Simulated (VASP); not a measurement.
Write the native input for VASP 6.6.1 that does the following.

* Task: single point
* Functional: PBE
* Potentials or basis: VASP PAW PBE potentials, release 64 (Cr_pv, O)
* Cutoff: 520 eV
* k mesh: 5 × 5 × 8
* Occupations: fermi-dirac, width 0.05 eV
* Spin: collinear spin, ferromagnetic start
* Starting moments: [3.0, 3.0, 0.0, 0.0, 0.0, 0.0] μB
* Dipole correction: no
* Further INCAR settings: ALGO = Normal; EDIFF = 1e-07; NBANDS = 37

The structure of CrO2 lies in POSCAR:

```
CrO2
1.0
    4.4210000000      0.0884200000      0.0000000000
    0.0884200000      4.4210000000      0.0000000000
    0.0000000000      0.0000000000      2.9170000000
Cr O
2 4
Direct
    0.5000000000      0.5000000000      0.5000000000
    0.0000000000      0.0000000000      0.0000000000
    0.8010000000      0.1990000000      0.5000000000
    0.6990000000      0.6990000000      0.0000000000
    0.1990000000      0.8010000000      0.5000000000
    0.3010000000      0.3010000000      0.0000000000
```

These files were run (other wordings do the same):

INCAR

```
SYSTEM = CrO2
ALGO = Normal
EDIFF = 1E-7
ENCUT = 520
GGA = PE
ISIF = 2
ISMEAR = -1
ISPIN = 2
LASPH = .True.
LCHARG = .False.
LMAXMIX = 4
LORBIT = 11
LREAL = .False.
LWAVE = .False.
MAGMOM = 3 3 0 0 0 0
NBANDS = 37
NELM = 150
PREC = Accurate
SIGMA = 0.05
```

KPOINTS

```
k-points
0
Gamma
  5 5 8
  0 0 0
```

Potentials or basis: VASP PAW PBE potentials, release 64 (Cr_pv, O).

Run with:

```console
$ cat potpaw_PBE.64/Cr_pv/POTCAR potpaw_PBE.64/O/POTCAR > POTCAR
$ mpirun -np 1 vasp_std > vasp.out
```

Results of the run:

```json
{
  "Pressure": "3.6 GPa",
  "Largest force": "0.361 eV/Å",
  "Band gap on the k mesh": "zero (filled and empty bands overlap)",
  "Net moment": "4.00 μB per cell",
  "Site moments": "Cr +2.05, +2.14; O -0.07, -0.08 (each value once) μB",
  "Valence electrons inside the program's atomic spheres": "Cr 10.88, 10.85; O 5.05, 5.02 (each value once)"
}
```

Caveat: the cell stands under pressure; semilocal functionals often make such compounds metallic where correlation or magnetic order opens a gap, which also shifts bond lengths; only a ferromagnetic start was run, and an antiferromagnetic order may lie lower in energy.

Run time: 4.7 min on 1 thread of AMD EPYC 7R43 64-Core Processor (Zen 3), on a shared host, peak memory 0.24 GiB.
